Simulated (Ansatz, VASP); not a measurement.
# Cl: VASP beside Ansatz

```
Cl
1.0
     3.52121    0.00000    0.00000
    -1.76061    3.04946    0.00000
     0.00000    0.00000    2.28952
Cl
1
Direct
  0.00000 0.00000 0.00000
```

Alike in both runs: functional PBEsol; k mesh 18 × 18 × 24; occupations gaussian, width 0.1 eV; no spin polarisation.

Ansatz relaxed the structure, and its values are those at the end. VASP's run is a single point on that final structure, the one shown.

|  | VASP | Ansatz |
| --- | --- | --- |
| version | VASP 6.6.1 | Ansatz 0.2.0 |
| potentials or method | VASP PAW PBE potentials, release 64 (Cl), cutoff 500 eV | scalar-relativistic, plane waves, PAW |
| valence electrons in the cell | 7 | 7 |

```csv
,VASP,Ansatz,Ansatz less VASP
gap on the k mesh at the Fermi level (eV),none,none,-
pressure (GPa),-0.1,0.0,+0.08
```

VASP's potentials were made for PBE, not for PBEsol. A gap of «none» marks a metal or a gap that the smearing closes. With one functional, cell and mesh, what is left measures potentials, basis and numerics.
